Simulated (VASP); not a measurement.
# ZrPdSe3 (Pm-3m) in VASP: notebook

ZrPdSe3 is run at these levels: PBE; tasks: single point.

Everything below comes from runs of VASP 6.6.1. Logs are shortened: lines on timing, memory, paths and dates and some standing lists are left out, and cuts for length are marked.

### 1 The cell of the first run

The structure is cubic, space group Pm-3m (No. 221). Conventional cell: a = 4.716 Å, b = 4.716 Å, c = 4.716 Å, α = 90.00°, β = 90.00°, γ = 90.00°. Within 4.4 Å of Zr (site symmetry m-3m) lie 12 Se at 3.33 Å and 8 Pd at 4.08 Å. Within 3.1 Å of Pd (site symmetry m-3m) lie 6 Se at 2.36 Å. Se (site symmetry 4/mmm) has 2 Pd at 2.36 Å within 3.1 Å.

The cell was built from a structure type or drawn by symmetry, and may not be a known phase.

### 2 Single point, PBE, collinear spin

INCAR reads:

```
PREC = Accurate
ENCUT = 500
EDIFF = 1E-6
ISMEAR = 0
SIGMA = 0.1
LREAL = False
LASPH = True
NELM = 200
ALGO = Normal
ISIF = 2
LWAVE = False
LCHARG = False
ISPIN = 2
MAGMOM = 0 1 0 0 0
LORBIT = 11
LMAXMIX = 4
GGA = PE
NBANDS = 32
GGA_COMPAT = False
```

KPOINTS reads:

```
regular mesh
0
Gamma
  4 4 4
```

POSCAR reads:

```
ZrPdSe3
1.0
    4.7163625000      0.0000000000      0.0000000000
    0.0000000000      4.7163625000      0.0000000000
    0.0000000000      0.0000000000      4.7163625000
Zr Pd Se
1 1 3
Direct
    0.0000000000      0.0000000000      0.0000000000
    0.5000000000      0.5000000000      0.5000000000
    0.0000000000      0.5000000000      0.5000000000
    0.5000000000      0.5000000000      0.0000000000
    0.5000000000      0.0000000000      0.5000000000
```

Potentials or basis: VASP PAW PBE potentials, release 64 (Zr_sv, Pd, Se).

The run is started by

```
cat potpaw_PBE.64/Zr_sv/POTCAR potpaw_PBE.64/Pd/POTCAR potpaw_PBE.64/Se/POTCAR > POTCAR
mpirun -np 1 vasp_std > vasp.out
```

OUTCAR:

```text
PREC = Accurate
   ENCUT = 500
   EDIFF = 1E-6
   ISMEAR = 0
   LREAL = False
   LASPH = True
   NELM = 200
   ISIF = 2
   ISPIN = 2
   LORBIT = 11
   GGA = PE

 ion  position               nearest neighbor table
   1  0.000  0.000  0.000-   3 3.33   4 3.33   5 3.33   3 3.33   5 3.33   3 3.33   4 3.33   3 3.33
                             4 3.33   5 3.33   5 3.33   4 3.33
   2  0.500  0.500  0.500-   3 2.36   4 2.36   5 2.36   4 2.36   5 2.36   3 2.36
   3  0.000  0.500  0.500-   2 2.36   2 2.36   1 3.33   1 3.33   1 3.33   1 3.33
   4  0.500  0.500  0.000-   2 2.36   2 2.36   1 3.33   1 3.33   1 3.33   1 3.33
   5  0.500  0.000  0.500-   2 2.36   2 2.36   1 3.33   1 3.33   1 3.33   1 3.33

  LATTYP: Found a simple cubic cell.
 ALAT       =     4.7163625000

  Lattice vectors:

 A1 = (   4.7163625000,   0.0000000000,   0.0000000000)
 A2 = (   0.0000000000,   4.7163625000,   0.0000000000)
 A3 = (   0.0000000000,   0.0000000000,   4.7163625000)

Analysis of symmetry for initial positions (statically):
=====================================================================
 Subroutine PRICEL returns:
 Original cell was already a primitive cell.

 Routine SETGRP: Setting up the symmetry group for a
 simple cubic supercell.

 Subroutine GETGRP returns: Found 48 space group operations
 (whereof 48 operations were pure point group operations)
 out of a pool of 48 trial point group operations.

The static configuration has the point symmetry O_h .

Analysis of symmetry for dynamics (positions and initial velocities):
=====================================================================
 Subroutine PRICEL returns:
 Original cell was already a primitive cell.

 Routine SETGRP: Setting up the symmetry group for a
 simple cubic supercell.

 Subroutine GETGRP returns: Found 48 space group operations
 (whereof 48 operations were pure point group operations)
 out of a pool of 48 trial point group operations.

The dynamic configuration has the point symmetry O_h .

Analysis of structural, dynamic, and magnetic symmetry:
=====================================================================
 Subroutine PRICEL returns:
 Original cell was already a primitive cell.

 Routine SETGRP: Setting up the symmetry group for a
 simple cubic supercell.

 Subroutine GETGRP returns: Found 48 space group operations
 (whereof 48 operations were pure point group operations)
 out of a pool of 48 trial point group operations.

The overall configuration has the point symmetry O_h .

 Subroutine INISYM returns: Found 48 space group operations
 (whereof 48 operations are pure point group operations),
 and found     1 'primitive' translations

----------------------------------------------------------------------------------------

                                     Primitive cell

  volume of cell :     104.9111

  direct lattice vectors                    reciprocal lattice vectors
     4.716362500  0.000000000  0.000000000     0.212027807  0.000000000  0.000000000
     0.000000000  4.716362500  0.000000000     0.000000000  0.212027807  0.000000000
     0.000000000  0.000000000  4.716362500     0.000000000  0.000000000  0.212027807

  length of vectors
     4.716362500  4.716362500  4.716362500     0.212027807  0.212027807  0.212027807

  position of ions in fractional coordinates (direct lattice)
     0.000000000  0.000000000  0.000000000
     0.500000000  0.500000000  0.500000000
     0.000000000  0.500000000  0.500000000
     0.500000000  0.500000000  0.000000000
     0.500000000  0.000000000  0.500000000

  ion indices of the primitive-cell ions
   primitive index   ion index
                 1           1
                 2           2
                 3           3
                 4           4
                 5           5

----------------------------------------------------------------------------------------

 KPOINTS: regular mesh

Automatic generation of k-mesh.
 Grid dimensions read from file:
 generate k-points for:    4    4    4

 Generating k-lattice:

  Cartesian coordinates                     Fractional coordinates (reciprocal lattice)
     0.053006952  0.000000000  0.000000000     0.250000000  0.000000000  0.000000000
     0.000000000  0.053006952  0.000000000     0.000000000  0.250000000  0.000000000
     0.000000000  0.000000000  0.053006952     0.000000000  0.000000000  0.250000000

  Length of vectors
     0.053006952  0.053006952  0.053006952

  Shift w.r.t. Gamma in fractional coordinates (k-lattice)
     0.000000000  0.000000000  0.000000000

 Subroutine IBZKPT returns following result:
 ===========================================

 Found     10 irreducible k-points:

 Following reciprocal coordinates:
            Coordinates               Weight
  0.000000  0.000000  0.000000      1.000000
  0.250000  0.000000  0.000000      6.000000
  0.500000  0.000000  0.000000      3.000000
  0.250000  0.250000  0.000000     12.000000
  0.500000  0.250000  0.000000     12.000000
  0.500000  0.500000  0.000000      3.000000
  0.250000  0.250000  0.250000      8.000000
  0.500000  0.250000  0.250000     12.000000
  0.500000  0.500000  0.250000      6.000000
  0.500000  0.500000  0.500000      1.000000
   k-points           NKPTS =     10   k-points in BZ     NKDIM =     10   number of bands    NBANDS=     32
   number of dos      NEDOS =    301   number of ions     NIONS =      5
   total plane-waves  NPLWV =  46656
   dimension x,y,z NGX =    36 NGY =   36 NGZ =   36
   dimension x,y,z NGXF=    72 NGYF=   72 NGZF=   72
   ions per type =               1   1   3
   NGX,Y,Z   is equivalent  to a cutoff of  12.69, 12.69, 12.69 a.u.
   NGXF,Y,Z  is equivalent  to a cutoff of  25.38, 25.38, 25.38 a.u.
 SYSTEM =  unknown system
   PREC   = accura    normal or accurate (medium, high low for compatibility)
   ISTART =      0    job   : 0-new  1-cont  2-samecut
   ICHARG =      2    charge: 1-file 2-atom 10-const
   ISPIN  =      2    spin polarized calculation?
   LNONCOLLINEAR =      F non collinear calculations
   LSORBIT =      F    spin-orbit coupling
   LASPH  =      T    aspherical Exc in radial PAW
   ENCUT  =  500.0 eV  36.75 Ry    6.06 a.u.   8.60  8.60  8.60*2*pi/ulx,y,z
   NELM   =    200;   NELMIN=  2; NELMDL= -5     # of ELM steps
   EDIFF  = 0.1E-05   stopping-criterion for ELM
   LREAL  =      F    real-space projection
   EDIFFG = 0.1E-04   stopping-criterion for IOM
   NSW    =      0    number of steps for IOM
   IBRION =     -1    ionic relax: 0-MD 1-quasi-New 2-CG
   NFREE  =      0    steps in history (QN), initial steepest desc. (CG)
   ISIF   =      2    stress and relaxation
   ISYM   =      2    0-nonsym 1-usesym 2-fastsym
   POTIM  = 0.5000    time-step for ionic-motion
   TEBEG  =    0.0;   TEEND  =   0.0 temperature during run
   PSTRESS=    0.0 pullay stress
   NELECT =      40.0000    total number of electrons
   NUPDOWN=      -1.0000    fix difference up-down
   EMIN   =  10.00;   EMAX   =-10.00  energy-range for DOS
   EFERMI =   0.00;   METHOD = LEGACY
   ISMEAR =     0;   SIGMA  =   0.10  broadening in eV -4-tet -1-fermi 0-gaus
   EFERMI_NEDOS =   21; number of points for ismear=-14 and -15
   IALGO  =     38    algorithm
   IMIX   =      4    mixing-type and parameters
     AMIX     =   0.40;   BMIX     =  1.00
     AMIX_MAG =   1.60;   BMIX_MAG =  1.00
  volume/ion in A,a.u.               =      20.98       141.60
  Fermi-wavevector in a.u.,A,eV,Ry     =   1.187101  2.243296 19.173448  1.409209
  Thomas-Fermi vector in A             =   2.323259
   LORBIT       =     11    0 simple, 1 ext, 2 COOP (PROOUT), +10 PAW based schemes
   GGA     = PE    functional components
   LHFCALC =     F    Hartree Fock is set to
   AEXX    =    0.0000 exact exchange contribution
   IVDW    =     0    specifies the selected vdW correction
   LEPSILON=     F    determine dielectric tensor
   LRPA    =     F    only Hartree local field effects (RPA)
 spin polarized calculation
 Gauss-broadening in eV      SIGMA  =   0.10
  energy-cutoff  :      500.00
  volume of cell :      104.91
 maximum number of plane-waves:      2680
 NGX is ok and might be reduce to    36
   NGX = 17   NGY = 17   NGZ = 17

 number of electron      40.0000005 magnetization       0.0838279

 number of electron      40.0000004 magnetization      -0.5204883

 Free energy of the ion-electron system (eV)
  ---------------------------------------------------
  ext. energy  EPLUGINS =         0.00000000
  ---------------------------------------------------
  free energy    TOTEN  =       -23.93810685 eV

  energy without entropy =      -23.92068194  energy(sigma->0) =      -23.92939439

 E-fermi :   7.1164     XC(G=0): -10.6252

 val. band max:        7.0889879414   @ k =   0.2500   0.2500   0.0000
 cond. band min:       7.1422463595   @ k =   0.5000   0.5000   0.5000
 fundamental gap:      0.0532584181
 Fermi energy:         7.1163845179

 spin component 1

 k-point     1 :       0.0000    0.0000    0.0000
  band No.  band energies     occupation
      1     -43.6240      1.00000
      2     -21.5060      1.00000
      3     -21.5060      1.00000
      4     -21.5060      1.00000
      5      -8.1355      1.00000
      6      -6.1364      1.00000
[... 24 lines left out ...]
     31      15.7444      0.00000
     32      15.7444      0.00000

 k-point     2 :       0.2500    0.0000    0.0000
  band No.  band energies     occupation
      1     -43.6239      1.00000
      2     -21.5101      1.00000
      3     -21.5056      1.00000
      4     -21.5056      1.00000
      5      -7.8728      1.00000
      6      -6.2561      1.00000
[... 24 lines left out ...]
     31      14.7602      0.00000
     32      15.1370      0.00000
[... 243 lines left out ...]
     31      14.8130      0.00000
     32      14.8316      0.00000

 k-point    10 :       0.5000    0.5000    0.5000
  band No.  band energies     occupation
      1     -43.6235      1.00000
      2     -21.5116      1.00000
      3     -21.5116      1.00000
      4     -21.5116      1.00000
      5      -6.3025      1.00000
      6      -6.3025      1.00000
[... 24 lines left out ...]
     31      15.8527      0.00000
     32      15.8527      0.00000
 Fermi energy:         7.1163845179

 spin component 2

 k-point     1 :       0.0000    0.0000    0.0000
  band No.  band energies     occupation
      1     -43.9524      1.00000
      2     -21.8938      1.00000
      3     -21.8938      1.00000
      4     -21.8938      1.00000
      5      -8.0950      1.00000
      6      -6.0827      1.00000
[... 24 lines left out ...]
     31      15.6977      0.00000
     32      15.6977      0.00000

 k-point     2 :       0.2500    0.0000    0.0000
  band No.  band energies     occupation
      1     -43.9523      1.00000
      2     -21.8977      1.00000
      3     -21.8934      1.00000
      4     -21.8934      1.00000
      5      -7.8300      1.00000
      6      -6.2030      1.00000
[... 24 lines left out ...]
     31      14.5381      0.00000
     32      15.0688      0.00000
[... 243 lines left out ...]
     31      14.6507      0.00000
     32      14.6507      0.00000

 k-point    10 :       0.5000    0.5000    0.5000
  band No.  band energies     occupation
      1     -43.9519      1.00000
      2     -21.8993      1.00000
      3     -21.8993      1.00000
      4     -21.8993      1.00000
      5      -6.2488      1.00000
      6      -6.2488      1.00000
[... 24 lines left out ...]
     31      15.8921      0.00000
     32      15.8921      0.00000

------------------------ aborting loop because EDIFF is reached ----------------------------------------

  FORCE on cell =-STRESS in cart. coord.  units (eV):
  Direction    XX          YY          ZZ          XY          YZ          ZX
  --------------------------------------------------------------------------------------
  -------------------------------------------------------------------------------------
  Total        6.0378279      6.0378279      6.0378279     -0.0000000     -0.0000000     -0.0000000
  in kB       92.2082500     92.2082500     92.2082500     -0.0000000     -0.0000000     -0.0000000
  external PRESSURE =      92.2082500 kB  Pullay stress =       0.0000000 kB

 VOLUME and BASIS-vectors are now :
 -----------------------------------------------------------------------------
  energy-cutoff  :      500.00
  volume of cell :      104.91
      direct lattice vectors                 reciprocal lattice vectors
     4.716362500  0.000000000  0.000000000     0.212027807  0.000000000  0.000000000
     0.000000000  4.716362500  0.000000000     0.000000000  0.212027807  0.000000000
     0.000000000  0.000000000  4.716362500     0.000000000  0.000000000  0.212027807

 POSITION                                       TOTAL-FORCE (eV/Angst)
 -----------------------------------------------------------------------------------
      0.00000      0.00000      0.00000         0.000000      0.000000      0.000000
      2.35818      2.35818      2.35818         0.000000      0.000000      0.000000
      0.00000      2.35818      2.35818         0.000000      0.000000      0.000000
      2.35818      2.35818      0.00000         0.000000      0.000000      0.000000
      2.35818      0.00000      2.35818         0.000000      0.000000      0.000000
 -----------------------------------------------------------------------------------
    total drift:                                0.000000      0.000000      0.000000

  FREE ENERGIE OF THE ION-ELECTRON SYSTEM (eV)
  ---------------------------------------------------
  free  energy   TOTEN  =       -23.9381068496 eV

  energy  without entropy=      -23.9206819384  energy(sigma->0) =      -23.92939439

 total charge

# of ion       s       p       d       tot
------------------------------------------
    1        2.103   5.915   1.418   9.436
    2        0.581   0.743   8.757  10.080
    3        1.486   2.313   0.065   3.864
    4        1.486   2.313   0.065   3.864
    5        1.486   2.313   0.065   3.864
--------------------------------------------------
tot          7.142  13.596  10.370  31.108

 magnetization (x)

# of ion       s       p       d       tot
------------------------------------------
    1       -0.021  -0.002  -0.474  -0.498
    2       -0.002  -0.002   0.011   0.007
    3        0.001   0.052  -0.003   0.050
    4        0.001   0.052  -0.003   0.050
    5        0.001   0.052  -0.003   0.050
--------------------------------------------------
tot         -0.022   0.154  -0.471  -0.340
```

Wall time 60 s (1 thread of AMD EPYC 7R13 (Zen 3), shared host); peak memory 0.23 GiB.

Results:

| Item | Value |
| --- | --- |
| Free energy | -23.9381 eV |
| Pressure | 9.2 GPa |
| Net moment | -0.52 μB per cell |
| Site moments | Zr -0.50; Pd +0.01; Se +0.05 μB |
| Valence electrons inside the program's atomic spheres | Zr 9.44; Pd 10.08; Se 3.86 |

Caveat: the cell stands under pressure.

### 3 Single point, PBE

This run uses another cell than the first one, of 22.93 Å³/atom.

INCAR reads:

```
ALGO     = Normal         # electronic algorithm
EDIFF    = 1E-6           # SCF threshold, eV
ENCUT    = 500            # plane-wave cutoff, eV
GGA      = PE             # functional
GGA_COMPAT= False        
ISIF     = 2              # what is computed and relaxed
ISMEAR   = 0              # smearing method
LASPH    = True           # aspherical terms in the spheres
LCHARG   = False          # write CHGCAR
LREAL    = False          # projectors in reciprocal space
LWAVE    = False          # write WAVECAR
NBANDS   = 28             # bands
NELM     = 120            # most SCF steps
PREC     = Accurate       # precision mode
SIGMA    = 0.1            # smearing width, eV
```

KPOINTS reads:

```
k-points
0
Gamma
  8 8 8
```

Changes to POSCAR since step 2:

```diff
@@ -2,5 +2,5 @@
 1.0
-    4.7163625000      0.0000000000      0.0000000000
-    0.0000000000      4.7163625000      0.0000000000
-    0.0000000000      0.0000000000      4.7163625000
+    4.8578435332      0.0000000000      0.0000000000
+    0.0000000000      4.8578435332      0.0000000000
+    0.0000000000      0.0000000000      4.8578435332
 Zr Pd Se
```

Potentials or basis: VASP PAW PBE potentials, release 64 (Zr_sv, Pd, Se).

The run is started by

```
cat potpaw_PBE.64/Zr_sv/POTCAR potpaw_PBE.64/Pd/POTCAR potpaw_PBE.64/Se/POTCAR > POTCAR
mpirun -np 1 vasp_std > vasp.out
```

Run time: 72 s. Hardware: 1 thread of AMD EPYC 7R13 (Zen 3), shared host; peak memory 0.24 GiB.

The run converged. Its results:

- Free energy: -24.0085 eV
- Pressure: 0.1 GPa
- Band gap on the k mesh: zero (bands 20 and 21 overlap by 1.12 eV)

Levels at points of the mesh, in eV from the Fermi level:
```tsv
k point	band 16	band 17	band 18	band 19	band 20	band 21	band 22	band 23	band 24	band 25
(0.00, 0.00, 0.00)	-1.62	-1.62	-1.62	-0.67	-0.67	-0.67	-0.31	-0.31	-0.08	0.01
(0.50, 0.00, 0.00)	-2.57	-1.36	-1.36	-1.00	-1.00	-0.21	-0.03	0.25	1.47	1.60
(0.50, 0.50, 0.00)	-2.19	-1.57	-1.55	-1.55	-0.65	0.29	0.37	1.44	1.76	1.76
(0.50, 0.50, 0.50)	-1.78	0.05	0.08	0.08	0.08	0.21	0.21	0.21	0.43	0.43
```
